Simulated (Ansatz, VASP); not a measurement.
**Cu: VASP beside Ansatz**

```
CELL_PARAMETERS angstrom
2.48610 0.00000 0.00000
-1.24305 2.15303 0.00000
0.00000 0.00000 4.07305
ATOMIC_POSITIONS crystal
Cu 0.33333 0.66667 0.25000
Cu 0.66667 0.33333 0.75000
```

Alike in both runs: functional LDA; k mesh 14 × 14 × 8; occupations fermi-dirac, width 0.1 eV; no spin polarisation.

Ansatz relaxed the structure, and its values are those at the end. VASP's run is a single point on that final structure, the one shown.

|  | VASP | Ansatz |
| --- | --- | --- |
| version | VASP 6.6.1 | Ansatz 0.2.0 |
| potentials or method | VASP PAW LDA potentials, release 64 (Cu_sv_GW), cutoff 820 eV | plane waves (420 eV) with PAW, scalar-relativistic |
| valence electrons in the cell | 38 | 38 |

Ansatz gave:

| Item | Value |
| --- | --- |
| pressure (GPa) | 0.0 |

Question: What did VASP give for the same quantities?

Answer: Pressure (GPa): -0.9.

Ansatz warns that its potentials were made for another functional, while VASP's fit it. LDA's correlation is that of Perdew and Zunger in VASP and of Perdew and Wang (1992) in Ansatz.
